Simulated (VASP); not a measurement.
# CrBiI3 (Pm-3m) in VASP: a series of runs

Runs on CrBiI3. Level: PBE. Tasks: single point.

Program: VASP 6.6.1. These are calculated values, not measurements. Logs are shortened: lines on timing, memory, paths and dates and some standing lists are left out, and cuts for length are marked.

## (1) The cell of the first run

The structure is cubic, space group Pm-3m (No. 221). The conventional cell has a = 5.442 Å, b = 5.442 Å, c = 5.442 Å, α = 90.00°, β = 90.00°, γ = 90.00°. Within 5.1 Å of Cr (site symmetry m-3m) lie 12 I at 3.85 Å and 8 Bi at 4.71 Å. Bi (site symmetry m-3m) has 6 I at 2.72 Å within 3.6 Å. I (site symmetry 4/mmm) has 2 Bi at 2.72 Å within 3.6 Å.

## (2) Single point, PBE, collinear spin, ferromagnetic start

File INCAR:

```
SYSTEM = CrBiI3
ALGO = Normal ; EDIFF = 1E-7
ENCUT = 520 ; GGA = PE
ISIF = 2 ; ISMEAR = 0
ISPIN = 2 ; LASPH = .True.
LCHARG = .False. ; LMAXMIX = 4
LORBIT = 11 ; LREAL = .False.
LWAVE = .False. ; MAGMOM = 3 0 0 0 0
NBANDS = 36 ; NELM = 150
PREC = Accurate ; SIGMA = 0.1
```

File KPOINTS:

```
k-points
0
Gamma
  4 4 4
  0 0 0
```

File POSCAR:

```
CrBiI3
1.0
    5.4416452856      0.0000000000      0.0000000000
    0.0000000000      5.4416452856      0.0000000000
    0.0000000000      0.0000000000      5.4416452856
Cr Bi I
1 1 3
Direct
    0.0000000000      0.0000000000      0.0000000000
    0.5000000000      0.5000000000      0.5000000000
    0.0000000000      0.5000000000      0.5000000000
    0.5000000000      0.0000000000      0.5000000000
    0.5000000000      0.5000000000      0.0000000000
```

Potentials or basis: VASP PAW PBE potentials, release 64 (Cr_pv, Bi_d, I).

Started as:

```bash
$ cat potpaw_PBE.64/Cr_pv/POTCAR potpaw_PBE.64/Bi_d/POTCAR potpaw_PBE.64/I/POTCAR > POTCAR
$ mpirun -np 1 vasp_std > vasp.out
```

OUTCAR:

```text
SYSTEM = CrBiI3
   EDIFF = 1E-7
   ENCUT = 520
   GGA = PE
   ISIF = 2
   ISMEAR = 0
   ISPIN = 2
   LASPH = .True.
   LORBIT = 11
   LREAL = .False.
   NELM = 150
   PREC = Accurate

 ion  position               nearest neighbor table
   1  0.000  0.000  0.000-
   2  0.500  0.500  0.500-   3 2.72   4 2.72   5 2.72   5 2.72   4 2.72   3 2.72
   3  0.000  0.500  0.500-   2 2.72   2 2.72
   4  0.500  0.000  0.500-   2 2.72   2 2.72
   5  0.500  0.500  0.000-   2 2.72   2 2.72

  LATTYP: Found a simple cubic cell.
 ALAT       =     5.4416452856

  Lattice vectors:

 A1 = (   5.4416452856,   0.0000000000,   0.0000000000)
 A2 = (   0.0000000000,   5.4416452856,   0.0000000000)
 A3 = (   0.0000000000,   0.0000000000,   5.4416452856)

Analysis of symmetry for initial positions (statically):
=====================================================================
 Subroutine PRICEL returns:
 Original cell was already a primitive cell.

 Routine SETGRP: Setting up the symmetry group for a
 simple cubic supercell.

 Subroutine GETGRP returns: Found 48 space group operations
 (whereof 48 operations were pure point group operations)
 out of a pool of 48 trial point group operations.

The static configuration has the point symmetry O_h .

Analysis of symmetry for dynamics (positions and initial velocities):
=====================================================================
 Subroutine PRICEL returns:
 Original cell was already a primitive cell.

 Routine SETGRP: Setting up the symmetry group for a
 simple cubic supercell.

 Subroutine GETGRP returns: Found 48 space group operations
 (whereof 48 operations were pure point group operations)
 out of a pool of 48 trial point group operations.

The dynamic configuration has the point symmetry O_h .

Analysis of structural, dynamic, and magnetic symmetry:
=====================================================================
 Subroutine PRICEL returns:
 Original cell was already a primitive cell.

 Routine SETGRP: Setting up the symmetry group for a
 simple cubic supercell.

 Subroutine GETGRP returns: Found 48 space group operations
 (whereof 48 operations were pure point group operations)
 out of a pool of 48 trial point group operations.

The overall configuration has the point symmetry O_h .

 Subroutine INISYM returns: Found 48 space group operations
 (whereof 48 operations are pure point group operations),
 and found     1 'primitive' translations

----------------------------------------------------------------------------------------

                                     Primitive cell

  volume of cell :     161.1353

  direct lattice vectors                    reciprocal lattice vectors
     5.441645286  0.000000000  0.000000000     0.183767950  0.000000000  0.000000000
     0.000000000  5.441645286  0.000000000     0.000000000  0.183767950  0.000000000
     0.000000000  0.000000000  5.441645286     0.000000000  0.000000000  0.183767950

  length of vectors
     5.441645286  5.441645286  5.441645286     0.183767950  0.183767950  0.183767950

  position of ions in fractional coordinates (direct lattice)
     0.000000000  0.000000000  0.000000000
     0.500000000  0.500000000  0.500000000
     0.000000000  0.500000000  0.500000000
     0.500000000  0.000000000  0.500000000
     0.500000000  0.500000000  0.000000000

  ion indices of the primitive-cell ions
   primitive index   ion index
                 1           1
                 2           2
                 3           3
                 4           4
                 5           5

----------------------------------------------------------------------------------------

 KPOINTS: k-points

Automatic generation of k-mesh.
 Grid dimensions read from file:
 generate k-points for:    4    4    4

 Generating k-lattice:

  Cartesian coordinates                     Fractional coordinates (reciprocal lattice)
     0.045941988  0.000000000  0.000000000     0.250000000  0.000000000  0.000000000
     0.000000000  0.045941988  0.000000000     0.000000000  0.250000000  0.000000000
     0.000000000  0.000000000  0.045941988     0.000000000  0.000000000  0.250000000

  Length of vectors
     0.045941988  0.045941988  0.045941988

  Shift w.r.t. Gamma in fractional coordinates (k-lattice)
     0.000000000  0.000000000  0.000000000

 Subroutine IBZKPT returns following result:
 ===========================================

 Found     10 irreducible k-points:

 Following reciprocal coordinates:
            Coordinates               Weight
  0.000000  0.000000  0.000000      1.000000
  0.250000  0.000000  0.000000      6.000000
  0.500000  0.000000  0.000000      3.000000
  0.250000  0.250000  0.000000     12.000000
  0.500000  0.250000  0.000000     12.000000
  0.500000  0.500000  0.000000      3.000000
  0.250000  0.250000  0.250000      8.000000
  0.500000  0.250000  0.250000     12.000000
  0.500000  0.500000  0.250000      6.000000
  0.500000  0.500000  0.500000      1.000000
   k-points           NKPTS =     10   k-points in BZ     NKDIM =     10   number of bands    NBANDS=     36
   number of dos      NEDOS =    301   number of ions     NIONS =      5
   total plane-waves  NPLWV =  64000
   dimension x,y,z NGX =    40 NGY =   40 NGZ =   40
   dimension x,y,z NGXF=    80 NGYF=   80 NGZF=   80
   ions per type =               1   1   3
   NGX,Y,Z   is equivalent  to a cutoff of  12.22, 12.22, 12.22 a.u.
   NGXF,Y,Z  is equivalent  to a cutoff of  24.44, 24.44, 24.44 a.u.
 SYSTEM =  CrBiI3
   PREC   = accura    normal or accurate (medium, high low for compatibility)
   ISTART =      0    job   : 0-new  1-cont  2-samecut
   ICHARG =      2    charge: 1-file 2-atom 10-const
   ISPIN  =      2    spin polarized calculation?
   LNONCOLLINEAR =      F non collinear calculations
   LSORBIT =      F    spin-orbit coupling
   LASPH  =      T    aspherical Exc in radial PAW
   ENCUT  =  520.0 eV  38.22 Ry    6.18 a.u.  10.12 10.12 10.12*2*pi/ulx,y,z
   NELM   =    150;   NELMIN=  2; NELMDL= -5     # of ELM steps
   EDIFF  = 0.1E-06   stopping-criterion for ELM
   LREAL  =      F    real-space projection
   EDIFFG = 0.1E-05   stopping-criterion for IOM
   NSW    =      0    number of steps for IOM
   IBRION =     -1    ionic relax: 0-MD 1-quasi-New 2-CG
   NFREE  =      0    steps in history (QN), initial steepest desc. (CG)
   ISIF   =      2    stress and relaxation
   ISYM   =      2    0-nonsym 1-usesym 2-fastsym
   POTIM  = 0.5000    time-step for ionic-motion
   TEBEG  =    0.0;   TEEND  =   0.0 temperature during run
   PSTRESS=    0.0 pullay stress
   NELECT =      48.0000    total number of electrons
   NUPDOWN=      -1.0000    fix difference up-down
   EMIN   =  10.00;   EMAX   =-10.00  energy-range for DOS
   EFERMI =   0.00;   METHOD = LEGACY
   ISMEAR =     0;   SIGMA  =   0.10  broadening in eV -4-tet -1-fermi 0-gaus
   EFERMI_NEDOS =   21; number of points for ismear=-14 and -15
   IALGO  =     38    algorithm
   IMIX   =      4    mixing-type and parameters
     AMIX     =   0.40;   BMIX     =  1.00
     AMIX_MAG =   1.60;   BMIX_MAG =  1.00
  volume/ion in A,a.u.               =      32.23       217.48
  Fermi-wavevector in a.u.,A,eV,Ry     =   1.093348  2.066128 16.264533  1.195409
  Thomas-Fermi vector in A             =   2.229631
   LORBIT       =     11    0 simple, 1 ext, 2 COOP (PROOUT), +10 PAW based schemes
   GGA     = PE    functional components
   LHFCALC =     F    Hartree Fock is set to
   AEXX    =    0.0000 exact exchange contribution
   IVDW    =     0    specifies the selected vdW correction
   LEPSILON=     F    determine dielectric tensor
   LRPA    =     F    only Hartree local field effects (RPA)
 spin polarized calculation
 Gauss-broadening in eV      SIGMA  =   0.10
  energy-cutoff  :      520.00
  volume of cell :      161.14
 maximum number of plane-waves:      4385
   NGX = 21   NGY = 21   NGZ = 21

 number of electron      47.9999965 magnetization       5.7917759

 Free energy of the ion-electron system (eV)
  ---------------------------------------------------
  ext. energy  EPLUGINS =         0.00000000
  ---------------------------------------------------
  free energy    TOTEN  =       -12.90220890 eV

  energy without entropy =      -12.88953114  energy(sigma->0) =      -12.89587002

 E-fermi :   6.2299     XC(G=0):  -9.0485

 val. band max:        6.1560101930   @ k =   0.2500   0.0000   0.0000
 cond. band min:       6.2510212085   @ k =   0.5000   0.5000   0.2500
 fundamental gap:      0.0950110155
 Fermi energy:         6.2298670989

 spin component 1

 k-point     1 :       0.0000    0.0000    0.0000
  band No.  band energies     occupation
      1     -36.7759      1.00000
      2     -36.7759      1.00000
      3     -36.7759      1.00000
      4     -17.7130      1.00000
      5     -17.7130      1.00000
      6     -17.5446      1.00000
[... 28 lines left out ...]
     35      11.1383      0.00000
     36      12.9007      0.00000

 k-point     2 :       0.2500    0.0000    0.0000
  band No.  band energies     occupation
      1     -36.7759      1.00000
      2     -36.7759      1.00000
      3     -36.7759      1.00000
      4     -17.7130      1.00000
      5     -17.7076      1.00000
      6     -17.5457      1.00000
[... 28 lines left out ...]
     35      11.2456      0.00000
     36      11.9201      0.00000
[... 271 lines left out ...]
     35      12.2870      0.00000
     36      12.7469      0.00000

 k-point    10 :       0.5000    0.5000    0.5000
  band No.  band energies     occupation
      1     -36.7759      1.00000
      2     -36.7759      1.00000
      3     -36.7759      1.00000
      4     -17.6964      1.00000
      5     -17.6964      1.00000
      6     -17.5493      1.00000
[... 28 lines left out ...]
     35      12.0361      0.00000
     36      12.0361      0.00000
 Fermi energy:         6.2298670989

 spin component 2

 k-point     1 :       0.0000    0.0000    0.0000
  band No.  band energies     occupation
      1     -32.4616      1.00000
      2     -32.4616      1.00000
      3     -32.4616      1.00000
      4     -17.6650      1.00000
      5     -17.6650      1.00000
      6     -17.4930      1.00000
[... 28 lines left out ...]
     35      12.3866      0.00000
     36      13.5068      0.00000

 k-point     2 :       0.2500    0.0000    0.0000
  band No.  band energies     occupation
      1     -32.4616      1.00000
      2     -32.4615      1.00000
      3     -32.4615      1.00000
      4     -17.6649      1.00000
      5     -17.6596      1.00000
      6     -17.4941      1.00000
[... 28 lines left out ...]
     35      12.3150      0.00000
     36      12.9715      0.00000
[... 271 lines left out ...]
     35      12.3495      0.00000
     36      12.9765      0.00000

 k-point    10 :       0.5000    0.5000    0.5000
  band No.  band energies     occupation
      1     -32.4615      1.00000
      2     -32.4615      1.00000
      3     -32.4615      1.00000
      4     -17.6485      1.00000
      5     -17.6485      1.00000
      6     -17.4976      1.00000
[... 28 lines left out ...]
     35      12.6341      0.00000
     36      12.6348      0.00000

------------------------ aborting loop because EDIFF is reached ----------------------------------------

  FORCE on cell =-STRESS in cart. coord.  units (eV):
  Direction    XX          YY          ZZ          XY          YZ          ZX
  --------------------------------------------------------------------------------------
  -------------------------------------------------------------------------------------
  Total       18.7216747     18.7216747     18.7216747      0.0000000      0.0000000     -0.0000000
  in kB      186.1506649    186.1506649    186.1506649      0.0000000      0.0000000     -0.0000000
  external PRESSURE =     186.1506649 kB  Pullay stress =       0.0000000 kB

 VOLUME and BASIS-vectors are now :
 -----------------------------------------------------------------------------
  energy-cutoff  :      520.00
  volume of cell :      161.14
      direct lattice vectors                 reciprocal lattice vectors
     5.441645286  0.000000000  0.000000000     0.183767950  0.000000000  0.000000000
     0.000000000  5.441645286  0.000000000     0.000000000  0.183767950  0.000000000
     0.000000000  0.000000000  5.441645286     0.000000000  0.000000000  0.183767950

 POSITION                                       TOTAL-FORCE (eV/Angst)
 -----------------------------------------------------------------------------------
      0.00000      0.00000      0.00000         0.000000      0.000000      0.000000
      2.72082      2.72082      2.72082         0.000000      0.000000      0.000000
      0.00000      2.72082      2.72082         0.000000      0.000000      0.000000
      2.72082      0.00000      2.72082         0.000000      0.000000      0.000000
      2.72082      2.72082      0.00000         0.000000      0.000000      0.000000
 -----------------------------------------------------------------------------------
    total drift:                               -0.000000      0.000000     -0.000000

  FREE ENERGIE OF THE ION-ELECTRON SYSTEM (eV)
  ---------------------------------------------------
  free  energy   TOTEN  =       -12.9022088975 eV

  energy  without entropy=      -12.8895311355  energy(sigma->0) =      -12.89587002

 total charge

# of ion       s       p       d       tot
------------------------------------------
    1        0.155   5.999   4.328  10.483
    2        1.611   1.437  10.062  13.110
    3        1.532   2.818   0.055   4.405
    4        1.532   2.818   0.055   4.405
    5        1.532   2.818   0.055   4.405
--------------------------------------------------
tot          6.361  15.889  14.556  36.806

 magnetization (x)

# of ion       s       p       d       tot
------------------------------------------
    1        0.132   0.011   4.301   4.444
    2        0.001   0.208   0.002   0.211
    3        0.010  -0.003   0.015   0.022
    4        0.010  -0.003   0.015   0.022
    5        0.010  -0.003   0.015   0.022
--------------------------------------------------
tot          0.162   0.211   4.347   4.721
```

Run time: 1.9 min. Hardware: 1 thread of Intel Xeon Platinum 8259CL at 2.50GHz (Skylake/Cascade Lake), shared host; peak memory 0.33 GiB.

Results:

```
Free energy                                           : -12.9022 eV
Pressure                                              : 18.6 GPa
Net moment                                            : 5.79 μB per cell
Site moments                                          : Cr +4.44; Bi +0.21; I +0.02 μB
Valence electrons inside the program's atomic spheres : Cr 10.48; Bi 13.11; I 4.41
```

Caveat: the cell stands under pressure; spin-orbit coupling is left out, which moves the levels of the heavy elements; semilocal functionals often make such compounds metallic where correlation or magnetic order opens a gap, which also shifts bond lengths.

## (3) Single point, PBE, collinear spin, ferromagnetic start

This run uses another cell than the first one, of 47.19 Å³/atom.

File INCAR:

```
PREC = Accurate ; ENCUT = 520
EDIFF = 1E-6 ; ISMEAR = 0
SIGMA = 0.1 ; LREAL = F
LASPH = T ; NELM = 150
ALGO = Normal ; ISIF = 2
LWAVE = F ; LCHARG = F
ISPIN = 2 ; MAGMOM = 5.48 0.16 0 0 0
LORBIT = 11 ; LMAXMIX = 4
GGA = PE ; NBANDS = 36
```

File KPOINTS:

```
regular mesh
0
Gamma
  4 4 4
```

POSCAR, as its differences from that of step 2:

```diff
@@ -2,5 +2,5 @@
 1.0
-    5.4416452856      0.0000000000      0.0000000000
-    0.0000000000      5.4416452856      0.0000000000
-    0.0000000000      0.0000000000      5.4416452856
+    6.1791345631      0.0000000000      0.0000000000
+    0.0000000000      6.1791345631      0.0000000000
+    0.0000000000      0.0000000000      6.1791345631
 Cr Bi I
```

Potentials or basis: VASP PAW PBE potentials, release 64 (Cr_pv, Bi_d, I).

Started as:

```bash
$ cat potpaw_PBE.64/Cr_pv/POTCAR potpaw_PBE.64/Bi_d/POTCAR potpaw_PBE.64/I/POTCAR > POTCAR
$ mpirun -np 1 vasp_std > vasp.out
```

It took 2.8 min on 1 thread of Intel Xeon Platinum 8259CL at 2.50GHz (Skylake/Cascade Lake), shared host; peak memory 0.47 GiB.

It converged, with:

- Free energy: -16.0509 eV
- Pressure: 0.2 GPa
- Net moment: 5.71 μB per cell
- Site moments: Cr +4.47; Bi +0.22; I +0.00 μB
- Valence electrons inside the program's atomic spheres: Cr 10.47; Bi 12.66; I 4.28

Levels at points of the mesh, in eV from the Fermi level:
Spin up:
```csv
k point,band 24,band 25,band 26,band 27,band 28,band 29,band 30,band 31
"(0.00, 0.00, 0.00)",-0.25,-0.22,-0.22,-0.22,3.94,3.94,3.94,4.42
"(0.50, 0.00, 0.00)",-0.15,-0.15,-0.13,-0.13,0.88,2.60,3.78,3.78
"(0.50, 0.50, 0.00)",-0.16,-0.13,-0.13,-0.07,-0.07,0.33,3.20,3.53
"(0.50, 0.50, 0.50)",-0.55,-0.38,-0.21,-0.21,-0.21,-0.20,-0.20,4.37
```
Spin down:
```tsv
k point	band 19	band 20	band 21	band 22	band 23	band 24
(0.00, 0.00, 0.00)	-2.00	-2.00	-2.00	1.07	3.30	3.30
(0.50, 0.00, 0.00)	-2.00	-2.00	-2.00	0.42	2.34	3.30
(0.50, 0.50, 0.00)	-2.30	-1.63	-1.42	0.18	0.18	2.26
(0.50, 0.50, 0.50)	-1.41	-1.41	-1.26	-0.28	-0.28	-0.28
```

Caveat: spin-orbit coupling is left out, which moves the levels of the heavy elements; semilocal functionals often make such compounds metallic where correlation or magnetic order opens a gap, which also shifts bond lengths.
